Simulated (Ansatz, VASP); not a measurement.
**One calculation of C, two programs**

POSCAR

```
C
1.0
   -2.4558330623      0.0000000000      0.0000000000
   -1.2279165312     -2.1268138194      0.0000000000
    0.0000000000      0.0000000000     10.4072328611
C
6
Direct
    0.6666666667      0.6666666667      0.1690273479
    1.0000000000      1.0000000000      0.8453027166
    0.3333333333      0.3333333333      0.5071650322
    0.6666666667      0.6666666667      0.8453518915
    1.0000000000      0.0000000000      0.5072142071
    0.3333333333      0.3333333333      0.1690765227
```

File INCAR.step1:

```
SYSTEM = C
PREC = Accurate
ENCUT = 520
ISMEAR = 0
SIGMA = 0.05
LREAL = .FALSE.
LASPH = .TRUE.
NELM = 100
NBANDS = 21
GGA = PE
ALGO = Normal
EDIFF = 1E-4
LWAVE = .TRUE.
LCHARG = .FALSE.
```

File INCAR.step2:

```
SYSTEM = C
PREC = Accurate
ENCUT = 520
EDIFF = 1E-7
ISMEAR = 0
SIGMA = 0.05
LREAL = .FALSE.
LASPH = .TRUE.
NELM = 100
ALGO = Normal
ISIF = 2
LWAVE = .FALSE.
LCHARG = .FALSE.
METAGGA = R2SCAN
LMIXTAU = .TRUE.
NBANDS = 21
ISTART = 1
```

The input KPOINTS:

```
Automatic mesh
0
G
  15 15 3
  0 0 0
```

Input for Ansatz:

```yaml
crystal:
  lattice:
    - [-2.4558330623, 0.0, 0.0]
    - [-1.2279165312, -2.1268138194, 0.0]
    - [0.0, 0.0, 10.4072328611]
  atoms:
    - { symbol: C, position: [0.6666666667, 0.6666666667, 0.1690273479] }
    - { symbol: C, position: [1.0, 1.0, 0.8453027166] }
    - { symbol: C, position: [0.3333333333, 0.3333333333, 0.5071650322] }
    - { symbol: C, position: [0.6666666667, 0.6666666667, 0.8453518915] }
    - { symbol: C, position: [1.0, 0.0, 0.5072142071] }
    - { symbol: C, position: [0.3333333333, 0.3333333333, 0.1690765227] }
basis:
  ecutwfc: 500
kpoints:
  mp_grid: { grid: [15, 15, 3] }
hamiltonian:
  xc: r2scan
scf:
  occupations: { method: gaussian, width: 0.05 }
output:
  forces: true
  stress: true
  eigenvalues: true
```

Alike in both runs: task single point; functional r2SCAN; k mesh 15 × 15 × 3; occupations gaussian, width 0.05 eV; no spin polarisation.

|  | VASP | Ansatz |
| --- | --- | --- |
| version | VASP 6.6.1 | Ansatz 0.2.0 |
| potentials or method | VASP PAW PBE potentials, release 64 (C), cutoff 520 eV | scalar-relativistic, plane waves, PAW |
| valence electrons in the cell | 24 | 24 |

Ansatz gave:

```
gap on the k mesh at the Fermi level (eV)                     : 0.52
least direct gap on the mesh (eV)                             : 0.52
pressure (GPa)                                                : 0.1
traceless stress, the component that is largest in VASP (GPa) : 0.26
rms of the force components (eV/Å)                            : 0.010
```

Q: Estimate VASP's values.

A: gap on the k mesh at the Fermi level (eV): 0.52; least direct gap on the mesh (eV): 0.52; pressure (GPa): 0.8; traceless stress, the component that is largest in VASP (GPa): -0.51; rms of the force components (eV/Å): 0.010.

VASP's potentials were made for PBE, not for r2SCAN. Atom by atom the forces differ by 0.000 eV/Å (rms over components). The functional is the same, so the differences come from potentials, cutoffs and numerics.
